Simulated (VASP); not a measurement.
ZnReH: single point with PBE

Crystal: ZnReH.

```xyz
3
Lattice="2.7864 0.0000 0.0000 0.0000 2.7864 0.0000 0.0000 0.0000 4.1485" Properties=species:S:1:pos:R:3 pbc="T T T"
Zn    1.3932    1.3932    2.0743
Re    0.0000    0.0000    0.0000
H     1.3932    1.3932    0.0000
```

The cell was built from a structure type or drawn by symmetry, and may not be a known phase.

- Program: VASP 6.6.1
- Task: single point
- Functional: PBE
- Potentials or basis: VASP PAW PBE potentials, release 64 (Zn, Re, H)
- Cutoff: 520 eV
- k mesh: 6 × 6 × 6
- Occupations: gaussian, width 0.1 eV
- Spin: no spin polarisation

| Item | Value |
| --- | --- |
| Pressure | 0.6 GPa |
| Band gap on the k mesh | zero (bands 10 and 11 overlap by 2.51 eV) |

Stress tensor (GPa, compression positive):
```
0.54 0.00 0.00
0.00 0.54 0.00
0.00 0.00 0.63
```

Levels at points of the mesh, in eV from the Fermi level:
```
           k point  band 6  band 7  band 8  band 9  band 10  band 11  band 12  band 13  band 14  band 15
(0.00, 0.00, 0.00)   -6.99   -5.20   -3.95   -0.87     0.99     0.99     2.21     5.33     9.23     9.23
(0.50, 0.00, 0.00)   -5.84   -5.73   -4.13   -3.18    -0.89     1.13     1.29     4.62     6.91     9.82
(0.50, 0.50, 0.00)   -6.38   -1.66   -1.66   -0.59     0.17     0.17     4.40     5.15     5.43     8.11
(0.00, 0.00, 0.50)   -7.09   -6.98   -4.05   -1.88     0.43     0.43     2.20     9.79    10.61    12.42
(0.50, 0.00, 0.50)   -6.42   -5.27   -4.16   -2.21    -0.67     0.02     1.28     3.89     5.87     8.29
(0.50, 0.50, 0.50)   -6.76   -3.68   -3.68    0.44     1.82     4.41     4.59     4.59     5.62     6.18
```

It took 26 s on 1 thread of Intel(R) Xeon(R) Platinum 8259CL CPU @ 2.50GHz (Skylake/Cascade Lake), on a shared host, peak memory 0.16 GiB.

Caveat: the k points lie up to 0.38 Å⁻¹ apart, too coarse for converged energies and pressures of a metal; spin-orbit coupling is left out, which moves the levels of the heavy elements.
